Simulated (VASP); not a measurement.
# W (Fm-3m) in VASP: notebook

The runs below take W through single point, with LDA.

Program: VASP 6.6.1. These are calculated values, not measurements. Logs are shortened: lines on timing, memory, paths and dates and some standing lists are left out, and cuts for length are marked.

## 1. The cell of the first run

It takes space group Fm-3m (No. 225, cubic). Conventional cell: a = 4.060 Å, b = 4.060 Å, c = 4.060 Å, α = 90.00°, β = 90.00°, γ = 90.00°. Within 3.8 Å of W (site symmetry m-3m) lie 12 W at 2.87 Å.

## 2. Single point, LDA

Contents of INCAR:

```
PREC = Accurate ; ENCUT = 520
EDIFF = 1E-6 ; ISMEAR = -1
SIGMA = 0.1 ; LREAL = F
LASPH = T ; NELM = 100
ALGO = Normal ; ISIF = 2
LWAVE = F ; LCHARG = F
GGA = CA ; NBANDS = 13
```

Contents of KPOINTS:

```
Automatic mesh
0
Gamma
  6 6 6
```

Contents of POSCAR:

```
W
1.0
    0.0000000000      2.0300000000      2.0300000000
    2.0300000000      0.0000000000      2.0300000000
    2.0300000000      2.0300000000      0.0000000000
W
1
Direct
    0.0000000000      0.0000000000      0.0000000000
```

Potentials or basis: VASP PAW LDA potentials, release 64 (W_sv).

Started as:

```
$ cat potpaw_LDA.64/W_sv/POTCAR > POTCAR
$ mpirun -np 1 vasp_std > vasp.out
```

OUTCAR:

```text
PREC = Accurate
   ENCUT = 520
   EDIFF = 1E-6
   ISMEAR = -1
   LREAL = F
   LASPH = T
   NELM = 100
   ISIF = 2
   GGA = CA

 ion  position               nearest neighbor table
   1  0.000  0.000  0.000-

  LATTYP: Found a face centered cubic cell.
 ALAT       =     4.0600000000

  Lattice vectors:

 A1 = (   0.0000000000,   2.0300000000,   2.0300000000)
 A2 = (   2.0300000000,   0.0000000000,   2.0300000000)
 A3 = (   2.0300000000,   2.0300000000,   0.0000000000)

Analysis of symmetry for initial positions (statically):
=====================================================================
 Subroutine PRICEL returns:
 Original cell was already a primitive cell.

 Routine SETGRP: Setting up the symmetry group for a
 face centered cubic supercell.

 Subroutine GETGRP returns: Found 48 space group operations
 (whereof 48 operations were pure point group operations)
 out of a pool of 48 trial point group operations.

The static configuration has the point symmetry O_h .

Analysis of symmetry for dynamics (positions and initial velocities):
=====================================================================
 Subroutine PRICEL returns:
 Original cell was already a primitive cell.

 Routine SETGRP: Setting up the symmetry group for a
 face centered cubic supercell.

 Subroutine GETGRP returns: Found 48 space group operations
 (whereof 48 operations were pure point group operations)
 out of a pool of 48 trial point group operations.

The dynamic configuration has the point symmetry O_h .

 Subroutine INISYM returns: Found 48 space group operations
 (whereof 48 operations are pure point group operations),
 and found     1 'primitive' translations

----------------------------------------------------------------------------------------

                                     Primitive cell

  volume of cell :      16.7309

  direct lattice vectors                    reciprocal lattice vectors
     0.000000000  2.030000000  2.030000000    -0.246305419  0.246305419  0.246305419
     2.030000000  0.000000000  2.030000000     0.246305419 -0.246305419  0.246305419
     2.030000000  2.030000000  0.000000000     0.246305419  0.246305419 -0.246305419

  length of vectors
     2.870853532  2.870853532  2.870853532     0.426613499  0.426613499  0.426613499

  position of ions in fractional coordinates (direct lattice)
     0.000000000  0.000000000  0.000000000

  ion indices of the primitive-cell ions
   primitive index   ion index
                 1           1

----------------------------------------------------------------------------------------

 KPOINTS: Automatic mesh

Automatic generation of k-mesh.
 Grid dimensions read from file:
 generate k-points for:    6    6    6

 Generating k-lattice:

  Cartesian coordinates                     Fractional coordinates (reciprocal lattice)
    -0.041050903  0.041050903  0.041050903     0.166666667  0.000000000  0.000000000
     0.041050903 -0.041050903  0.041050903     0.000000000  0.166666667  0.000000000
     0.041050903  0.041050903 -0.041050903     0.000000000  0.000000000  0.166666667

  Length of vectors
     0.071102250  0.071102250  0.071102250

  Shift w.r.t. Gamma in fractional coordinates (k-lattice)
     0.000000000  0.000000000  0.000000000

 Subroutine IBZKPT returns following result:
 ===========================================

 Found     16 irreducible k-points:

 Following reciprocal coordinates:
            Coordinates               Weight
  0.000000  0.000000  0.000000      1.000000
  0.166667  0.000000  0.000000      8.000000
  0.333333  0.000000  0.000000      8.000000
  0.500000  0.000000  0.000000      4.000000
  0.166667  0.166667  0.000000      6.000000
  0.333333  0.166667  0.000000     24.000000
[... 8 lines left out ...]
 -0.333333  0.333333  0.166667     24.000000
 -0.333333  0.500000  0.166667     12.000000
   k-points           NKPTS =     16   k-points in BZ     NKDIM =     16   number of bands    NBANDS=     13
   number of dos      NEDOS =    301   number of ions     NIONS =      1
   total plane-waves  NPLWV =  13824
   dimension x,y,z NGX =    24 NGY =   24 NGZ =   24
   dimension x,y,z NGXF=    48 NGYF=   48 NGZF=   48
   ions per type =               1
   NGX,Y,Z   is equivalent  to a cutoff of  13.90, 13.90, 13.90 a.u.
   NGXF,Y,Z  is equivalent  to a cutoff of  27.80, 27.80, 27.80 a.u.
 SYSTEM =  unknown system
   PREC   = accura    normal or accurate (medium, high low for compatibility)
   ISTART =      0    job   : 0-new  1-cont  2-samecut
   ICHARG =      2    charge: 1-file 2-atom 10-const
   ISPIN  =      1    spin polarized calculation?
   LNONCOLLINEAR =      F non collinear calculations
   LSORBIT =      F    spin-orbit coupling
   LASPH  =      T    aspherical Exc in radial PAW
   ENCUT  =  520.0 eV  38.22 Ry    6.18 a.u.   5.34  5.34  5.34*2*pi/ulx,y,z
   NELM   =    100;   NELMIN=  2; NELMDL= -5     # of ELM steps
   EDIFF  = 0.1E-05   stopping-criterion for ELM
   LREAL  =      F    real-space projection
   EDIFFG = 0.1E-04   stopping-criterion for IOM
   NSW    =      0    number of steps for IOM
   IBRION =     -1    ionic relax: 0-MD 1-quasi-New 2-CG
   NFREE  =      0    steps in history (QN), initial steepest desc. (CG)
   ISIF   =      2    stress and relaxation
   ISYM   =      2    0-nonsym 1-usesym 2-fastsym
   POTIM  = 0.5000    time-step for ionic-motion
   TEBEG  =    0.0;   TEEND  =   0.0 temperature during run
   PSTRESS=    0.0 pullay stress
   NELECT =      14.0000    total number of electrons
   NUPDOWN=      -1.0000    fix difference up-down
   EMIN   =  10.00;   EMAX   =-10.00  energy-range for DOS
   EFERMI =   0.00;   METHOD = LEGACY
   ISMEAR =    -1;   SIGMA  =   0.10  broadening in eV -4-tet -1-fermi 0-gaus
   EFERMI_NEDOS =   21; number of points for ismear=-14 and -15
   IALGO  =     38    algorithm
   IMIX   =      4    mixing-type and parameters
     AMIX     =   0.40;   BMIX     =  1.00
     AMIX_MAG =   1.60;   BMIX_MAG =  1.00
  volume/ion in A,a.u.               =      16.73       112.91
  Fermi-wavevector in a.u.,A,eV,Ry     =   1.542688  2.915258 32.380324  2.379887
  Thomas-Fermi vector in A             =   2.648457
   LORBIT       =      0    0 simple, 1 ext, 2 COOP (PROOUT), +10 PAW based schemes
   GGA     = CA    functional components
   LHFCALC =     F    Hartree Fock is set to
   AEXX    =    0.0000 exact exchange contribution
   IVDW    =     0    specifies the selected vdW correction
   LEPSILON=     F    determine dielectric tensor
   LRPA    =     F    only Hartree local field effects (RPA)
 non-spin polarized calculation
  energy-cutoff  :      520.00
  volume of cell :       16.73
 maximum number of plane-waves:       464
 NGX is ok and might be reduce to    24
   NGX = 11   NGY = 11   NGZ = 11

 number of electron      14.0000002 magnetization

 Free energy of the ion-electron system (eV)
  ---------------------------------------------------
  ext. energy  EPLUGINS =         0.00000000
  ---------------------------------------------------
  free energy    TOTEN  =       -13.53497742 eV

  energy without entropy =      -13.48380429  energy(sigma->0) =      -13.50939086

 E-fermi :  10.2077     XC(G=0): -13.5164

 val. band max:        9.9386453171   @ k =   0.1667   0.0000   0.0000
 cond. band min:      10.2465079411   @ k =  -0.3333   0.1667   0.0000
 fundamental gap:      0.3078626241
 Fermi energy:        10.2077355125

 k-point     1 :       0.0000    0.0000    0.0000
  band No.  band energies     occupation
      1     -63.1496      2.00000
      2     -27.0536      2.00000
      3     -27.0536      2.00000
      4     -27.0536      2.00000
      5       1.2838      2.00000
      6       9.5345      1.99762
      7       9.5345      1.99762
      8       9.5345      1.99762
      9      12.5406      0.00000
     10      12.5406      0.00000
     11      22.9354      0.00000
     12      27.9936      0.00000
     13      27.9936      0.00000

 k-point     2 :       0.1667    0.0000    0.0000
  band No.  band energies     occupation
      1     -63.1246      2.00000
      2     -27.3414      2.00000
      3     -27.0910      2.00000
      4     -27.0910      2.00000
      5       2.3975      2.00000
      6       8.8539      2.00000
      7       9.9386      1.87298
      8       9.9386      1.87298
      9      12.2861      0.00000
     10      12.2861      0.00000
     11      24.4393      0.00000
     12      25.6382      0.00000
     13      30.0985      0.00000

 k-point     3 :       0.3333    0.0000    0.0000
  band No.  band energies     occupation
      1     -63.0743      2.00000
      2     -27.8878      2.00000
      3     -27.1648      2.00000
      4     -27.1648      2.00000
      5       4.2851      2.00000
      6       9.0278      1.99998
      7       9.6802      1.98982
      8       9.6802      1.98982
      9      13.5636      0.00000
     10      13.5636      0.00000
     11      21.8335      0.00000
     12      25.4765      0.00000
     13      31.7050      0.00000

 k-point     4 :       0.5000    0.0000    0.0000
  band No.  band energies     occupation
      1     -63.0491      2.00000
      2     -28.1481      2.00000
      3     -27.2012      2.00000
      4     -27.2012      2.00000
      5       4.6205      2.00000
      6       9.3087      1.99975
      7       9.3087      1.99975
      8      10.8201      0.00437
      9      14.9727      0.00000
     10      14.9727      0.00000
     11      20.0975      0.00000
     12      22.5651      0.00000
     13      28.5508      0.00000

 k-point     5 :       0.1667    0.1667    0.0000
  band No.  band energies     occupation
      1     -63.1163      2.00000
      2     -27.3321      2.00000
      3     -27.1549      2.00000
      4     -27.1549      2.00000
      5       2.7765      2.00000
      6       8.2595      2.00000
      7      10.4800      0.12330
      8      10.4800      0.12330
      9      10.9523      0.00117
     10      13.0515      0.00000
     11      25.8291      0.00000
     12      26.8858      0.00000
     13      28.7856      0.00000
[... 129 lines left out ...]
 k-point    14 :       0.5000    0.3333    0.1667
  band No.  band energies     occupation
      1     -63.0410      2.00000
      2     -27.8741      2.00000
      3     -27.5017      2.00000
      4     -27.2986      2.00000
      5       6.2116      2.00000
      6       7.2853      2.00000
      7       8.3051      2.00000
      8      12.0634      0.00000
      9      13.1874      0.00000
     10      16.5201      0.00000
     11      22.3881      0.00000
     12      25.2275      0.00000
     13      26.9283      0.00000

 k-point    15 :      -0.3333    0.3333    0.1667
  band No.  band energies     occupation
      1     -63.0241      2.00000
      2     -27.9061      2.00000
      3     -27.6341      2.00000
      4     -27.3607      2.00000
      5       7.0008      2.00000
      6       7.0523      2.00000
      7       8.6612      2.00000
      8      11.4215      0.00001
      9      14.5159      0.00000
     10      18.8322      0.00000
     11      19.1088      0.00000
     12      24.8491      0.00000
     13      26.0457      0.00000

 k-point    16 :      -0.3333    0.5000    0.1667
  band No.  band energies     occupation
      1     -63.0158      2.00000
      2     -27.9281      2.00000
      3     -27.6138      2.00000
      4     -27.4625      2.00000
      5       5.8925      2.00000
      6       6.8190      2.00000
      7       9.8648      1.93723
      8      12.3112      0.00000
      9      15.7034      0.00000
     10      19.1125      0.00000
     11      20.1196      0.00000
     12      21.4927      0.00000
     13      25.0319      0.00000

------------------------ aborting loop because EDIFF is reached ----------------------------------------

  FORCE on cell =-STRESS in cart. coord.  units (eV):
  Direction    XX          YY          ZZ          XY          YZ          ZX
  --------------------------------------------------------------------------------------
  -------------------------------------------------------------------------------------
  Total       -1.6849839     -1.6849839     -1.6849839      0.0000000     -0.0000000      0.0000000
  in kB     -161.3571575   -161.3571575   -161.3571575      0.0000000     -0.0000000      0.0000000
  external PRESSURE =    -161.3571575 kB  Pullay stress =       0.0000000 kB

 VOLUME and BASIS-vectors are now :
 -----------------------------------------------------------------------------
  energy-cutoff  :      520.00
  volume of cell :       16.73
      direct lattice vectors                 reciprocal lattice vectors
     0.000000000  2.030000000  2.030000000    -0.246305419  0.246305419  0.246305419
     2.030000000  0.000000000  2.030000000     0.246305419 -0.246305419  0.246305419
     2.030000000  2.030000000  0.000000000     0.246305419  0.246305419 -0.246305419

 POSITION                                       TOTAL-FORCE (eV/Angst)
 -----------------------------------------------------------------------------------
      0.00000      0.00000      0.00000        -0.000000      0.000000     -0.000000
 -----------------------------------------------------------------------------------
    total drift:                               -0.000000     -0.000000      0.000000

  FREE ENERGIE OF THE ION-ELECTRON SYSTEM (eV)
  ---------------------------------------------------
  free  energy   TOTEN  =       -13.5349774241 eV

  energy  without entropy=      -13.4838042949  energy(sigma->0) =      -13.50939086
```

Run time: 4.7 s. Hardware: 1 thread of AMD EPYC 7R43 (Zen 3), shared host; peak memory 0.09 GiB.

What came out:

| Item | Value |
| --- | --- |
| Free energy | -13.5350 eV |
| Pressure | -16.1 GPa |
| Band gap on the k mesh | zero (band 7 reaches 13.17 eV, above the bottom of band 8 at 9.53 eV) |

Caveat: the k points lie up to 0.45 Å⁻¹ apart; spin-orbit coupling is left out, which moves the levels of the heavy elements.

## 3. Single point, LDA

Contents of INCAR:

```
  PREC = Accurate
  ENCUT = 520
  EDIFF = 1E-6
  ISMEAR = -1
  SIGMA = 0.1
  LREAL = F
  LASPH = T
  NELM = 100
  ALGO = Normal
  ISIF = 2
  LWAVE = F
  LCHARG = F
  GGA = CA
  NBANDS = 13
```

Contents of KPOINTS:

```
Automatic mesh
0
Gamma
  8 8 8
```

POSCAR is that of step 2.

Potentials or basis: VASP PAW LDA potentials, release 64 (W_sv).

Started as:

```
$ cat potpaw_LDA.64/W_sv/POTCAR > POTCAR
$ mpirun -np 1 vasp_std > vasp.out
```

Run time: 7.5 s. Hardware: 1 thread of AMD EPYC 7R43 (Zen 3), shared host; peak memory 0.09 GiB.

Results (log left out):

- Free energy: -13.5929 eV
- Pressure: -16.0 GPa
- Band gap on the k mesh: zero (band 7 reaches 13.17 eV, above the bottom of band 8 at 9.52 eV)

Levels at points of the mesh, in eV from the Fermi level:
| k point | band 3 | band 4 | band 5 | band 6 | band 7 | band 8 | band 9 | band 10 | band 11 | band 12 |
| --- | --- | --- | --- | --- | --- | --- | --- | --- | --- | --- |
| (0.00, 0.00, 0.00) | -37.14 | -37.14 | -8.76 | -0.53 | -0.53 | -0.53 | 2.47 | 2.47 | 12.89 | 17.95 |
| (0.50, 0.00, 0.00) | -37.29 | -37.29 | -5.43 | -0.75 | -0.75 | 0.77 | 4.90 | 4.90 | 10.03 | 12.52 |
| (0.50, 0.50, 0.00) | -37.54 | -37.54 | -5.31 | -4.36 | 3.12 | 4.84 | 5.62 | 5.62 | 11.68 | 11.68 |

Caveat: spin-orbit coupling is left out, which moves the levels of the heavy elements.
